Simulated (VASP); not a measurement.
# Cl (P6_3/mmc) in VASP: notebook, part 2 of 2

VASP 6.6.1. The steps go on from the part before.

**3. Relaxation of shape and atoms at fixed volume, LDA**

This run uses another cell than the first one, of 17.93 Å³/atom.

Contents of INCAR:

```
PREC = Accurate ; ENCUT = 600
EDIFF = 1E-6 ; ISMEAR = -1
SIGMA = 0.1 ; LREAL = False
LASPH = True ; NELM = 80
ALGO = Normal ; ISIF = 4
LWAVE = False ; LCHARG = False
IBRION = 2 ; NSW = 50
EDIFFG = -0.005
```

Contents of KPOINTS:

```
Automatic mesh
0
Gamma
  15 15 8
```

Contents of POSCAR:

```
Cl
1.0
    3.3063732245      0.0000000000      0.0000000000
   -1.6531866122      2.8634032069      0.0000000000
    0.0000000000      0.0000000000      3.7870676140
Cl
2
Direct
    0.3333333333      0.6666666667      0.2500000000
    0.6666666667      0.3333333333      0.7500000000
```

Potentials or basis: VASP PAW LDA potentials, release 64 (Cl).

Command:

```sh
> cat potpaw_LDA.64/Cl/POTCAR > POTCAR
> mpirun -np 1 vasp_std > vasp.out
```

OUTCAR:

```text
PREC = Accurate
   ENCUT = 600
   EDIFF = 1E-6
   ISMEAR = -1
   LREAL = False
   LASPH = True
   NELM = 80
   ISIF = 4
   IBRION = 2
   NSW = 50
   EDIFFG = -0.005

 ion  position               nearest neighbor table
   1  0.333  0.667  0.250-
   2  0.667  0.333  0.750-

  LATTYP: Found a hexagonal cell.
 ALAT       =     3.3063732245
 C/A-ratio  =     1.1453841889

  Lattice vectors:

 A1 = (   3.3063732245,   0.0000000000,   0.0000000000)
 A2 = (  -1.6531866122,   2.8634032069,   0.0000000000)
 A3 = (   0.0000000000,   0.0000000000,   3.7870676140)

Analysis of symmetry for initial positions (statically):
=====================================================================
[... 301 lines left out ...]
  band No.  band energies     occupation
      1     -13.0426      2.00000
      2      -8.6437      2.00000
      3      -1.6650      2.00000
      4       2.0309      2.00000
      5       2.0309      2.00000
      6       4.1408      1.19058
      7       4.1408      1.19058
      8       5.6396      0.00000
      9      10.8040      0.00000
     10      13.4629      0.00000
     11      16.1126      0.00000
[... 309 lines left out ...]
 k-point    24 :       0.4000    0.2000    0.0000
  band No.  band energies     occupation
      1     -10.8680      2.00000
      2      -9.9666      2.00000
      3      -1.2080      2.00000
      4       0.8418      2.00000
      5       0.8671      2.00000
      6       1.7245      2.00000
      7       2.1432      2.00000
      8       3.8837      1.90117
      9      12.3660      0.00000
     10      12.7474      0.00000
     11      16.2208      0.00000

 [... further k-points ...]

------------------------ aborting loop because EDIFF is reached ----------------------------------------

  FORCE on cell =-STRESS in cart. coord.  units (eV):
  Direction    XX          YY          ZZ          XY          YZ          ZX
  --------------------------------------------------------------------------------------
  -------------------------------------------------------------------------------------
  Total        0.9936982      0.9936982      0.9936813      0.0000000     -0.0000000      0.0000000
  in kB       44.4045696     44.4045696     44.4038122      0.0000000     -0.0000000      0.0000000
  external PRESSURE =      44.4043171 kB  Pullay stress =       0.0000000 kB
[... 17 lines left out ...]
  FREE ENERGIE OF THE ION-ELECTRON SYSTEM (eV)
  ---------------------------------------------------
  free  energy   TOTEN  =        -3.4018201286 eV

  energy  without entropy=       -3.3327738334  energy(sigma->0) =       -3.36729698

 reached required accuracy - stopping structural energy minimisation
```

OSZICAR:

```text
N       E                     dE             d eps       ncg     rms          rms(c)
DAV:   1     0.829600308042E+02    0.82960E+02   -0.74686E+03  2978   0.128E+03
DAV:   2     0.175118503513E+00   -0.82785E+02   -0.79268E+02  4751   0.205E+02
[... 24 lines left out ...]
   3 F= -.34018083E+01 E0= -.33673315E+01  d E =-.987449E-02
       N       E                     dE             d eps       ncg     rms          rms(c)
DAV:   1    -0.340186560118E+01   -0.57324E-04   -0.39233E-03  3192   0.491E-01    0.550E-02
DAV:   2    -0.340183287689E+01    0.32724E-04   -0.95746E-05  3528   0.830E-02    0.231E-02
DAV:   3    -0.340182007201E+01    0.12805E-04   -0.30447E-05  3528   0.355E-02    0.523E-03
DAV:   4    -0.340182012861E+01   -0.56592E-07   -0.91361E-07  2081   0.907E-03
   4 F= -.34018201E+01 E0= -.33672970E+01  d E =-.988636E-02
```

Wall time 47 s (1 thread of Intel Xeon 6975P-C (Granite Rapids), shared host); peak memory 0.17 GiB.

Results:

```
Free energy               : -3.4018 eV
Energy gained by relaxing : 4.9 meV/atom
Ionic steps               : 4
Pressure after relaxing   : 4.4 GPa
Band gap on the k mesh    : zero (bands 7 and 8 overlap by 2.18 eV)
```

Step by step:
```csv
step,energy change (eV),largest force (eV/Å),pressure (GPa),volume (Å³)
1,0.0000,0.0000,5.54,35.85
2,-0.0066,0.0000,5.05,35.85
3,-0.0099,0.0000,4.47,35.85
4,-0.0099,0.0000,4.44,35.85
```

Final structure:
```
CELL_PARAMETERS angstrom
3.26175 0.00000 0.00000
-1.63087 2.82476 0.00000
0.00000 0.00000 3.89140
ATOMIC_POSITIONS crystal
Cl 0.33333 0.66667 0.25000
Cl 0.66667 0.33333 0.75000
```

**4. Relaxation of cell and atoms, LDA**

This run uses another cell than the first one, of 22.00 Å³/atom.

Contents of INCAR:

```
SYSTEM = Cl
PREC = Accurate
ENCUT = 600
EDIFF = 1E-7
ISMEAR = -1
SIGMA = 0.1
LREAL = .FALSE.
LASPH = .TRUE.
NELM = 60
ALGO = Normal
ISIF = 3
LWAVE = .FALSE.
LCHARG = .FALSE.
IBRION = 2
NSW = 60
EDIFFG = -0.005
```

Contents of KPOINTS:

```
regular mesh
0
G
  15 15 8
  0 0 0
```

Contents of POSCAR:

```
Cl
1.0
    3.1535690409      0.0000000000      0.0000000000
   -1.5767845204      2.7310709020      0.0000000000
    0.0000000000      0.0000000000      5.1087818462
Cl
2
Direct
    0.3333333333      0.6666666667      0.2500000000
    0.6666666667      0.3333333333      0.7500000000
```

Command:

```sh
> cat potpaw_LDA.64/Cl/POTCAR > POTCAR
> mpirun -np 1 vasp_std > vasp.out
```

Run time: 5.9 min. Hardware: 1 thread of Intel Xeon 6975P-C (Granite Rapids), shared host; peak memory 0.18 GiB.

Results (log left out):

- Free energy: -3.4419 eV
- Relaxed volume: 19.47 Å³/atom
- Relaxed cell: a = 3.396 Å, b = 3.396 Å, c = 3.899 Å, α = 90.00°, β = 90.00°, γ = 120.00°
- Space group after relaxing (to 0.1 Å): P6_3/mmc (No. 194)
- Energy gained by relaxing: 243.3 meV/atom
- Ionic steps: 23
- Pressure after relaxing: 0.0 GPa
- Band gap on the k mesh: zero (bands 7 and 8 overlap by 2.15 eV)

The path:
| step | energy change (eV) | largest force (eV/Å) | pressure (GPa) | volume (Å³) |
| --- | --- | --- | --- | --- |
| 1 | 0.0000 | 0.0000 | -5.90 | 44.00 |
| 2 | -0.1401 | 0.0000 | -2.59 | 39.04 |
| 3 | -0.1594 | 0.0000 | -0.22 | 37.03 |
| 4 | -0.1596 | 0.0000 | 0.10 | 36.81 |
| 5 | -0.1652 | 0.0000 | 0.15 | 36.76 |
| 6 | -0.1998 | 0.0000 | 0.36 | 36.59 |
| 7 | -0.3109 | 0.0000 | 1.24 | 36.13 |
| 8 | -0.4065 | 0.0000 | 7.11 | 34.74 |
| 9 | -0.4193 | 0.0000 | 5.25 | 35.10 |
| 10 | -0.4181 | 0.0000 | 5.77 | 34.99 |
| 11 | -0.4187 | 0.0000 | 5.80 | 35.01 |
| 12 | -0.4204 | 0.0000 | 5.88 | 35.04 |
| 13 | -0.4224 | 0.0000 | 6.06 | 35.10 |
| 14 | -0.4209 | 0.0000 | 6.46 | 35.22 |
| 15 | -0.4227 | 0.0000 | 6.20 | 35.15 |
| 16 | -0.4255 | 0.0000 | 6.04 | 35.23 |
| 17 | -0.4337 | 0.0000 | 5.54 | 35.47 |
| 18 | -0.4482 | 0.0000 | 4.60 | 35.94 |
| 19 | -0.4698 | 0.0000 | 2.87 | 36.91 |
| 20 | -0.4865 | 0.0000 | 0.04 | 38.90 |
| 21 | -0.4865 | 0.0000 | -0.05 | 38.98 |
| 22 | -0.4865 | 0.0000 | -0.03 | 38.97 |
| 23 | -0.4865 | 0.0000 | 0.01 | 38.95 |

Final structure:
```
Cl
1.0
     3.39631    0.00000    0.00000
    -1.69815    2.94129    0.00000
     0.00000    0.00000    3.89876
Cl
2
Cartesian
  0.0000 1.9609 0.9747
  1.6982 0.9804 2.9241
```

Levels at points of the mesh, in eV from the Fermi level:
```
           k point  band 5  band 6  band 7  band 8  band 9  band 10
(0.00, 0.00, 0.00)   -2.18   -0.13   -0.13    1.20    6.79     8.73
(0.00, 0.00, 0.50)   -1.16   -1.16   -1.16   -1.16   10.05    10.05
```

Caveat: a cell axis changed by over 15 % at a fixed basis, so the end point is rough.

**5. Overview**

| task | cell | gap on the mesh (eV) | pressure (GPa) |
| --- | --- | --- | --- |
| relaxation of shape and atoms at fixed volume | relaxed from a = 3.208, b = 3.208, c = 3.674 Å, angles 90.0, 90.0, 120.0°, 2 atoms | none | 11.4 |
| relaxation of shape and atoms at fixed volume | relaxed from a = 3.306, b = 3.306, c = 3.787 Å, angles 90.0, 90.0, 120.0°, 2 atoms | none | 4.4 |
| relaxation of cell and atoms | relaxed from a = 3.154, b = 3.154, c = 5.109 Å, angles 90.0, 90.0, 120.0°, 2 atoms | none | 0.0 |

Alike in all rows: level LDA; potentials or basis VASP PAW LDA potentials, release 64 (Cl); no spin polarisation; k mesh 15 × 15 × 8; cutoff (eV) 600; smearing fermi-dirac 0.1 eV.

Caveats: a cell axis changed by over 15 % at a fixed basis, so the end point is rough (at least some runs).

Total energies depend on the potentials used, so only differences within one code and one set of settings carry meaning.
